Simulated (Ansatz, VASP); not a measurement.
**Two plane-wave programs on V**

```
CELL_PARAMETERS angstrom
3.02000 0.00000 0.00000
1.51000 2.13546 0.00000
0.00000 0.00000 28.81277
ATOMIC_POSITIONS crystal
V 0.00000 0.00000 0.29303
V 0.50000 0.00000 0.35908
V 0.00000 0.00000 0.43043
V 0.50000 0.00000 0.50000
V 0.00000 0.00000 0.56957
V 0.50000 0.00000 0.64092
V 0.00000 0.00000 0.70697
```

Alike in both runs: functional PBEsol; k mesh 15 × 15 × 1; no spin polarisation.

Ansatz relaxed the structure, and its values are those at the end. VASP's run is a single point on that final structure, the one shown.

|  | VASP | Ansatz |
| --- | --- | --- |
| version | VASP 6.6.1 | Ansatz 0.2.0 |
| potentials or method | VASP PAW PBE potentials, release 64 (V_sv) | plane-wave PAW, scalar-relativistic |
| plane-wave cutoff (eV) | 520 | 420 |
| occupations | methfessel-paxton of order 1, width 0.1 eV | cold, width 0.1 eV |
| valence electrons in the cell | 91 | 91 |

|  | VASP | Ansatz | Ansatz less VASP |
| --- | --- | --- | --- |
| rms of the force components (eV/Å) | 0.012 | 0.001 | -0.0109 |

VASP's potentials were made for PBE, not for PBEsol.
